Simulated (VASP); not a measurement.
# Cd3Te2 (P6_3/mmc) in VASP: further runs

Cd3Te2 is run at these levels: PBE; tasks: single point, relaxation of cell and atoms.

All numbers are computed with VASP 6.6.1; they aren't measurements. Logs are shortened: lines on timing, memory, paths and dates and some standing lists are left out, and cuts for length are marked.

### 1 The cell of the first run

It takes space group P6_3/mmc (No. 194, hexagonal). Conventional cell: a = 4.395 Å, b = 4.395 Å, c = 18.891 Å, α = 90.00°, β = 90.00°, γ = 120.00°. Cd (site symmetry 3m) has 1 Cd at 2.74 Å and 3 Te at 3.00 Å within 3.6 Å. Within 4.4 Å of Cd (site symmetry -3m) lie 6 Te at 3.09 Å and 12 Cd at 4.20 to 4.40 Å. Within 3.9 Å of Te (site symmetry 3m) lie 6 Cd at 3.00 to 3.09 Å.

The cell was generated, and may not be a known phase.

### 2 Single point, PBE

File INCAR:

```
SYSTEM = Cd3Te2
PREC     = Accurate       ! precision mode
ENCUT    = 520            ! plane-wave cutoff, eV
EDIFF    = 1E-7           ! SCF threshold, eV
ISMEAR   = 0              ! smearing method
SIGMA    = 0.2            ! smearing width, eV
LREAL    = .False.        ! projectors in reciprocal space
LASPH    = .True.         ! aspherical terms in the spheres
NELM     = 80             ! most SCF steps
ALGO     = Fast           ! electronic algorithm
ISIF     = 2              ! what is computed and relaxed
LWAVE    = .False.        ! write WAVECAR
LCHARG   = .True.         ! write CHGCAR
GGA      = PE             ! functional
LELF     = .True.         ! ELF
LVHAR    = .True.       
NBANDS   = 59             ! bands
```

File KPOINTS:

```
regular mesh
0
Gamma
  5 5 1
  0 0 0
```

File POSCAR:

```
Cd3Te2
1.0
    4.3952114427     -0.0000000033      0.0000000000
   -2.1976057185      3.8063647660      0.0000000000
    0.0000000000      0.0000000000     18.8913836052
Cd Te
6 4
Direct
    0.3333333333      0.6666666667      0.8226491206
    0.6666666667      0.3333333333      0.3226491206
    0.6666666667      0.3333333333      0.1773508794
    0.3333333333      0.6666666667      0.6773508794
    0.0000000000      0.0000000000      0.0000000000
    0.0000000000      0.0000000000      0.5000000000
    0.6666666667      0.3333333333      0.9069184196
    0.3333333333      0.6666666667      0.4069184196
    0.6666666667      0.3333333333      0.5930815804
    0.3333333333      0.6666666667      0.0930815804
```

Potentials or basis: VASP PAW PBE potentials, release 64 (Cd, Te).

Command:

```bash
> cat potpaw_PBE.64/Cd/POTCAR potpaw_PBE.64/Te/POTCAR > POTCAR
> mpirun -np 1 vasp_std > vasp.out
```

OUTCAR:

```text
SYSTEM = Cd3Te2
   PREC = Accurate
   ENCUT = 520
   EDIFF = 1E-7
   ISMEAR = 0
   LREAL = .False.
   LASPH = .True.
   NELM = 80
   ISIF = 2
   GGA = PE

 ion  position               nearest neighbor table
   1  0.333  0.667  0.823-   4 2.74   7 3.00   7 3.00   7 3.00
   2  0.667  0.333  0.323-   3 2.74   8 3.00   8 3.00   8 3.00
   3  0.667  0.333  0.177-   2 2.74  10 3.00  10 3.00  10 3.00
   4  0.333  0.667  0.677-   1 2.74   9 3.00   9 3.00   9 3.00
   5  0.000  0.000  0.000-   7 3.09  10 3.09  10 3.09   7 3.09   7 3.09  10 3.09
   6  0.000  0.000  0.500-   8 3.09   9 3.09   8 3.09   9 3.09   9 3.09   8 3.09
   7  0.667  0.333  0.907-   1 3.00   1 3.00   1 3.00   5 3.09   5 3.09   5 3.09
   8  0.333  0.667  0.407-   2 3.00   2 3.00   2 3.00   6 3.09   6 3.09   6 3.09
   9  0.667  0.333  0.593-   4 3.00   4 3.00   4 3.00   6 3.09   6 3.09   6 3.09
  10  0.333  0.667  0.093-   3 3.00   3 3.00   3 3.00   5 3.09   5 3.09   5 3.09

  LATTYP: Found a hexagonal cell.
 ALAT       =     4.3952114427
 C/A-ratio  =     4.2981740131

  Lattice vectors:

 A1 = (   4.3952114427,  -0.0000000033,   0.0000000000)
 A2 = (  -2.1976057185,   3.8063647660,   0.0000000000)
 A3 = (   0.0000000000,   0.0000000000,  18.8913836052)

Analysis of symmetry for initial positions (statically):
=====================================================================
 Subroutine PRICEL returns:
 Original cell was already a primitive cell.

 Routine SETGRP: Setting up the symmetry group for a
 hexagonal supercell.

 Subroutine GETGRP returns: Found 24 space group operations
 (whereof 12 operations were pure point group operations)
 out of a pool of 24 trial point group operations.

The static configuration has the point symmetry D_3d.
 The point group associated with its full space group is D_6h.

Analysis of symmetry for dynamics (positions and initial velocities):
=====================================================================
 Subroutine PRICEL returns:
 Original cell was already a primitive cell.

 Routine SETGRP: Setting up the symmetry group for a
 hexagonal supercell.

 Subroutine GETGRP returns: Found 24 space group operations
 (whereof 12 operations were pure point group operations)
 out of a pool of 24 trial point group operations.

The dynamic configuration has the point symmetry D_3d.
 The point group associated with its full space group is D_6h.

 Subroutine INISYM returns: Found 24 space group operations
 (whereof 12 operations are pure point group operations),
 and found     1 'primitive' translations

----------------------------------------------------------------------------------------

                                     Primitive cell

  volume of cell :     316.0487

  direct lattice vectors                    reciprocal lattice vectors
     4.395211443 -0.000000003  0.000000000     0.227520340  0.131358929  0.000000000
    -2.197605719  3.806364766  0.000000000     0.000000000  0.262717859  0.000000000
     0.000000000  0.000000000 18.891383605     0.000000000  0.000000000  0.052934185

  length of vectors
     4.395211443  4.395211443 18.891383605     0.262717859  0.262717859  0.052934185

  position of ions in fractional coordinates (direct lattice)
     0.333333333  0.666666667  0.822649121
     0.666666667  0.333333333  0.322649121
     0.666666667  0.333333333  0.177350879
     0.333333333  0.666666667  0.677350879
     0.000000000  0.000000000  0.000000000
     0.000000000  0.000000000  0.500000000
     0.666666667  0.333333333  0.906918420
     0.333333333  0.666666667  0.406918420
     0.666666667  0.333333333  0.593081580
     0.333333333  0.666666667  0.093081580

  ion indices of the primitive-cell ions
   primitive index   ion index
                 1           1
                 2           2
                 3           3
                 4           4
                 5           5
                 6           6
                 7           7
                 8           8
                 9           9
                10          10

----------------------------------------------------------------------------------------

 KPOINTS: regular mesh

Automatic generation of k-mesh.
 Grid dimensions read from file:
 generate k-points for:    5    5    1

 Generating k-lattice:

  Cartesian coordinates                     Fractional coordinates (reciprocal lattice)
     0.045504068  0.026271786  0.000000000     0.200000000 -0.000000000  0.000000000
     0.000000000  0.052543572  0.000000000     0.000000000  0.200000000  0.000000000
     0.000000000  0.000000000  0.052934185     0.000000000  0.000000000  1.000000000

  Length of vectors
     0.052543572  0.052543572  0.052934185

  Shift w.r.t. Gamma in fractional coordinates (k-lattice)
     0.000000000  0.000000000  0.000000000

 Subroutine IBZKPT returns following result:
 ===========================================

 Found      5 irreducible k-points:

 Following reciprocal coordinates:
            Coordinates               Weight
  0.000000  0.000000  0.000000      1.000000
  0.200000  0.000000  0.000000      6.000000
  0.400000  0.000000  0.000000      6.000000
  0.200000  0.200000  0.000000      6.000000
  0.400000  0.200000  0.000000      6.000000
   k-points           NKPTS =      5   k-points in BZ     NKDIM =      5   number of bands    NBANDS=     59
   number of dos      NEDOS =    301   number of ions     NIONS =     10
   total plane-waves  NPLWV = 186624
   dimension x,y,z NGX =    36 NGY =   36 NGZ =  144
   dimension x,y,z NGXF=    72 NGYF=   72 NGZF=  288
   ions per type =               6   4
   NGX,Y,Z   is equivalent  to a cutoff of  13.62, 13.62, 12.67 a.u.
   NGXF,Y,Z  is equivalent  to a cutoff of  27.23, 27.23, 25.34 a.u.
 SYSTEM =  Cd3Te2
   PREC   = accura    normal or accurate (medium, high low for compatibility)
   ISTART =      0    job   : 0-new  1-cont  2-samecut
   ICHARG =      2    charge: 1-file 2-atom 10-const
   ISPIN  =      1    spin polarized calculation?
   LNONCOLLINEAR =      F non collinear calculations
   LSORBIT =      F    spin-orbit coupling
   LASPH  =      T    aspherical Exc in radial PAW
   ENCUT  =  520.0 eV  38.22 Ry    6.18 a.u.   8.17  8.17 35.13*2*pi/ulx,y,z
   NELM   =     80;   NELMIN=  2; NELMDL= -5     # of ELM steps
   EDIFF  = 0.1E-06   stopping-criterion for ELM
   LREAL  =      F    real-space projection
   EDIFFG = 0.1E-05   stopping-criterion for IOM
   NSW    =      0    number of steps for IOM
   IBRION =     -1    ionic relax: 0-MD 1-quasi-New 2-CG
   NFREE  =      0    steps in history (QN), initial steepest desc. (CG)
   ISIF   =      2    stress and relaxation
   ISYM   =      2    0-nonsym 1-usesym 2-fastsym
   POTIM  = 0.5000    time-step for ionic-motion
   TEBEG  =    0.0;   TEEND  =   0.0 temperature during run
   PSTRESS=    0.0 pullay stress
   NELECT =      96.0000    total number of electrons
   NUPDOWN=      -1.0000    fix difference up-down
   EMIN   =  10.00;   EMAX   =-10.00  energy-range for DOS
   EFERMI =   0.00;   METHOD = LEGACY
   ISMEAR =     0;   SIGMA  =   0.20  broadening in eV -4-tet -1-fermi 0-gaus
   EFERMI_NEDOS =   21; number of points for ismear=-14 and -15
   IALGO  =     68    algorithm
   IMIX   =      4    mixing-type and parameters
     AMIX     =   0.40;   BMIX     =  1.00
     AMIX_MAG =   1.60;   BMIX_MAG =  1.00
  volume/ion in A,a.u.               =      31.60       213.28
  Fermi-wavevector in a.u.,A,eV,Ry     =   1.100476  2.079598 16.477302  1.211048
  Thomas-Fermi vector in A             =   2.236888
   LORBIT       =      0    0 simple, 1 ext, 2 COOP (PROOUT), +10 PAW based schemes
   GGA     = PE    functional components
   LHFCALC =     F    Hartree Fock is set to
   AEXX    =    0.0000 exact exchange contribution
   IVDW    =     0    specifies the selected vdW correction
   LEPSILON=     F    determine dielectric tensor
   LRPA    =     F    only Hartree local field effects (RPA)
 non-spin polarized calculation
 RMM-DIIS sequential band-by-band and
 Gauss-broadening in eV      SIGMA  =   0.20
  energy-cutoff  :      520.00
  volume of cell :      316.05
 maximum number of plane-waves:      8508
 NGX is ok and might be reduce to    36
   NGX = 17   NGY = 17   NGZ = 71

 number of electron      96.0000043 magnetization

 Free energy of the ion-electron system (eV)
  ---------------------------------------------------
  ext. energy  EPLUGINS =         0.00000000
  ---------------------------------------------------
  free energy    TOTEN  =       -19.29004071 eV

  energy without entropy =      -19.25447929  energy(sigma->0) =      -19.27226000

 E-fermi :   2.6412     XC(G=0):  -9.0486

 val. band max:        2.4509028051   @ k =   0.2000   0.2000   0.0000
 cond. band min:       2.7347006151   @ k =   0.2000   0.0000   0.0000
 fundamental gap:      0.2837978100
 Fermi energy:         2.6411659660

 k-point     1 :       0.0000    0.0000    0.0000
  band No.  band energies     occupation
      1      -8.8434      2.00000
      2      -8.8231      2.00000
      3      -8.3500      2.00000
      4      -8.3216      2.00000
      5      -6.0118      2.00000
      6      -6.0059      2.00000
[... 51 lines left out ...]
     58       7.2396      0.00000
     59       7.2969      0.00000

 k-point     2 :       0.2000    0.0000    0.0000
  band No.  band energies     occupation
      1      -8.6443      2.00000
      2      -8.6267      2.00000
      3      -8.2876      2.00000
      4      -8.2660      2.00000
      5      -6.0034      2.00000
      6      -6.0004      2.00000
[... 51 lines left out ...]
     58       7.1400      0.00000
     59       7.5328      0.00000

 k-point     3 :       0.4000    0.0000    0.0000
  band No.  band energies     occupation
      1      -8.2919      2.00000
      2      -8.2792      2.00000
      3      -8.1802      2.00000
      4      -8.1660      2.00000
      5      -5.9989      2.00000
      6      -5.9875      2.00000
[... 51 lines left out ...]
     58       7.3462      0.00000
     59       7.4222      0.00000

 k-point     4 :       0.2000    0.2000    0.0000
  band No.  band energies     occupation
      1      -8.3570      2.00000
      2      -8.3430      2.00000
      3      -8.2109      2.00000
      4      -8.1962      2.00000
      5      -5.9956      2.00000
      6      -5.9936      2.00000
[... 51 lines left out ...]
     58       6.9131      0.00000
     59       7.4403      0.00000

 k-point     5 :       0.4000    0.2000    0.0000
  band No.  band energies     occupation
      1      -8.1875      2.00000
      2      -8.1762      2.00000
      3      -8.1425      2.00000
      4      -8.1300      2.00000
      5      -5.9937      2.00000
      6      -5.9871      2.00000
[... 51 lines left out ...]
     58       7.1720      0.00000
     59       7.5420      0.00000

------------------------ aborting loop because EDIFF is reached ----------------------------------------

  FORCE on cell =-STRESS in cart. coord.  units (eV):
  Direction    XX          YY          ZZ          XY          YZ          ZX
  --------------------------------------------------------------------------------------
  -------------------------------------------------------------------------------------
  Total        1.0751150      1.0751150      0.3075623     -0.0000000      0.0000000      0.0000000
  in kB        5.4501888      5.4501888      1.5591566     -0.0000000      0.0000000      0.0000000
  external PRESSURE =       4.1531780 kB  Pullay stress =       0.0000000 kB

 VOLUME and BASIS-vectors are now :
 -----------------------------------------------------------------------------
  energy-cutoff  :      520.00
  volume of cell :      316.05
      direct lattice vectors                 reciprocal lattice vectors
     4.395211443 -0.000000003  0.000000000     0.227520340  0.131358929  0.000000000
    -2.197605719  3.806364766  0.000000000     0.000000000  0.262717859  0.000000000
     0.000000000  0.000000000 18.891383605     0.000000000  0.000000000  0.052934185

 POSITION                                       TOTAL-FORCE (eV/Angst)
 -----------------------------------------------------------------------------------
      0.00000      2.53758     15.54098        -0.000000      0.000000      0.021620
      2.19761      1.26879      6.09529         0.000000     -0.000000      0.021620
      2.19761      1.26879      3.35040         0.000000     -0.000000     -0.021620
      0.00000      2.53758     12.79610        -0.000000      0.000000     -0.021620
      0.00000      0.00000      0.00000        -0.000000      0.000000     -0.000000
      0.00000      0.00000      9.44569        -0.000000      0.000000     -0.000000
      2.19761      1.26879     17.13294         0.000000      0.000000      0.003102
      0.00000      2.53758      7.68725        -0.000000     -0.000000      0.003102
      2.19761      1.26879     11.20413         0.000000      0.000000     -0.003102
      0.00000      2.53758      1.75844        -0.000000     -0.000000     -0.003102
 -----------------------------------------------------------------------------------
    total drift:                               -0.000000      0.000000      0.000000

  FREE ENERGIE OF THE ION-ELECTRON SYSTEM (eV)
  ---------------------------------------------------
  free  energy   TOTEN  =       -19.2900407143 eV

  energy  without entropy=      -19.2544792890  energy(sigma->0) =      -19.27226000
```

Run time: 3.6 min. Hardware: 1 thread of Intel Xeon 8259CL, shared host; peak memory 0.46 GiB.

Results:

```yaml
Free_energy: -19.2900 eV
Pressure: 0.4 GPa
Largest_force: 0.022 eV/Å
Band_gap_on_the_k_mesh: zero (bands 48 and 49 overlap by 0.61 eV)
```

Forces in eV/Å, atoms in the order of the input:
```
Cd   0.000  0.000  0.022
Cd   0.000  0.000  0.022
Cd   0.000  0.000 -0.022
Cd   0.000  0.000 -0.022
Cd   0.000  0.000  0.000
Cd   0.000  0.000  0.000
Te   0.000  0.000  0.003
Te   0.000  0.000  0.003
Te   0.000  0.000 -0.003
Te   0.000  0.000 -0.003
```

Caveat: semilocal functionals underestimate gaps, and a narrow one can read as zero; spin-orbit coupling is left out, which moves the levels of the heavy elements.

### 3 Single point, PBE

This run uses another cell than the first one, of 33.97 Å³/atom.

File INCAR:

```
SYSTEM = Cd3Te2
ALGO = Fast ; EDIFF = 1E-7
ENCUT = 520 ; GGA = PE
ISIF = 2 ; ISMEAR = 0
LASPH = .True. ; LCHARG = .False.
LREAL = .False. ; LWAVE = .False.
NBANDS = 59 ; NELM = 60
PREC = Accurate ; SIGMA = 0.2
```

File KPOINTS:

```
k-points
0
Gamma
  4 4 2
  0 0 0
```

File POSCAR:

```
Cd3Te2
1.0
    4.7729956672      0.0000000030      0.0000000000
   -2.3864978362      4.1335354984      0.0000000000
    0.0000000000      0.0000000000     17.2178120010
Cd Te
6 4
Direct
    0.0000000000      0.0000000000      0.2500000000
    0.0000000000      0.0000000000      0.7500000000
    0.3333333333      0.6666666667      0.9385939291
    0.6666666667      0.3333333333      0.4385939291
    0.3333333333      0.6666666667      0.5614060709
    0.6666666667      0.3333333333      0.0614060709
    0.3333333333      0.6666666667      0.1155736329
    0.6666666667      0.3333333333      0.6155736329
    0.3333333333      0.6666666667      0.3844263671
    0.6666666667      0.3333333333      0.8844263671
```

Potentials or basis: VASP PAW PBE potentials, release 64 (Cd, Te).

Command:

```bash
> cat potpaw_PBE.64/Cd/POTCAR potpaw_PBE.64/Te/POTCAR > POTCAR
> mpirun -np 1 vasp_std > vasp.out
```

Run time: 4 min. Hardware: 1 thread of Intel Xeon 8259CL, shared host; peak memory 0.47 GiB.

Results (log left out):

| Property | Result |
| --- | --- |
| Free energy | -18.7799 eV |
| Pressure | 0.3 GPa |
| Largest force | 0.017 eV/Å |
| Band gap on the k mesh | zero (bands 48 and 49 overlap by 0.35 eV) |

Forces on the atoms (eV/Å):
```
Cd   0.000  0.000  0.000
Cd   0.000  0.000  0.000
Cd   0.000  0.000 -0.010
Cd   0.000  0.000 -0.010
Cd   0.000  0.000  0.010
Cd   0.000  0.000  0.010
Te   0.000  0.000  0.017
Te   0.000  0.000  0.017
Te   0.000  0.000 -0.017
Te   0.000  0.000 -0.017
```

Stress tensor (GPa, compression positive):
```
0.21 0.00 0.00
0.00 0.21 0.00
0.00 0.00 0.39
```

Levels at points of the mesh, in eV from the Fermi level:
| k point | band 45 | band 46 | band 47 | band 48 | band 49 | band 50 | band 51 | band 52 |
| --- | --- | --- | --- | --- | --- | --- | --- | --- |
| (0.00, 0.00, 0.00) | -1.26 | -1.16 | -1.16 | -0.50 | -0.35 | 0.27 | 0.73 | 2.05 |
| (0.50, 0.00, 0.00) | -1.81 | -1.80 | -1.42 | -0.81 | 0.86 | 1.13 | 1.18 | 1.77 |
| (0.00, 0.00, 0.50) | -1.21 | -1.21 | -0.65 | -0.65 | -0.34 | -0.34 | 1.51 | 1.51 |
| (0.50, 0.00, 0.50) | -1.89 | -1.89 | -0.85 | -0.85 | 0.77 | 0.77 | 1.33 | 1.33 |

Caveat: the k points lie up to 0.38 Å⁻¹ apart; semilocal functionals underestimate gaps, and a narrow one can read as zero; spin-orbit coupling is left out, which moves the levels of the heavy elements.

(Continued in part 2 of 2.)

The gap in the log of VASP goes by the Fermi energy; the results here count the filled bands.